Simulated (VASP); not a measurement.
Crystal: SnTe.

```xyz
2
Lattice="0.0000 3.1030 3.1030 3.1030 0.0000 3.1030 3.1030 3.1030 0.0000" Properties=species:S:1:pos:R:3 pbc="T T T"
Sn    0.0000    0.0000    0.0000
Te    3.1030    3.1030    3.1030
```

Base run:

| Item | Value |
| --- | --- |
| Program | VASP 6.6.1 |
| Functional | PBEsol |
| Potentials or basis | VASP PAW PBE potentials, release 64 (Sn_d, Te) |
| Cutoff | 520 eV |
| k mesh | 11 × 11 × 11 |
| Occupations | fermi-dirac, width 0.08 eV |
| Spin | no spin polarisation |

Its results: pressure 2.1 GPa.

Problem. The run is repeated on the same cell with these changes: functional from PBEsol to PBE; further incar settings from ALGO = Normal; EDIFF = 1e-08; NBANDS = 17 to ALGO = Normal; EDIFF = 1e-06; NBANDS = 17. What comes out?

Solution. Pressure 4.8 GPa.

Caveats: the PAW data sets were made with another functional, which shifts forces and pressure a little (some runs).
